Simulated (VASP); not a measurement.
Here is a VASP 6.6.1 calculation.

The input INCAR:

```
PREC = Accurate
ENCUT = 520
EDIFF = 1E-6
ISMEAR = -1
SIGMA = 0.05
LREAL = False
LASPH = True
NELM = 60
ALGO = Normal
ISIF = 2
LWAVE = False
LCHARG = True
GGA = PE
LELF = True
LVHAR = True
NBANDS = 11
```

File KPOINTS:

```
Automatic mesh
0
Gamma
  12 12 12
```

POSCAR

```
Pd
1.0
    0.0000000000      1.9109028389      1.9109028389
    1.9109028389      0.0000000000      1.9109028389
    1.9109028389      1.9109028389      0.0000000000
Pd
1
Direct
    0.0000000000      0.0000000000      0.0000000000
```

Potentials or basis: VASP PAW PBE potentials, release 64 (Pd).

Command:

```sh
$ cat potpaw_PBE.64/Pd/POTCAR > POTCAR
$ mpirun -np 1 vasp_std > vasp.out
```

(1) What does it give for the pressure?

(2) What does it give for the band gap on the k mesh?

Answers

(1) 19.6 GPa.

(2) zero (band 5 reaches 11.06 eV, above the bottom of band 6 at 9.32 eV).
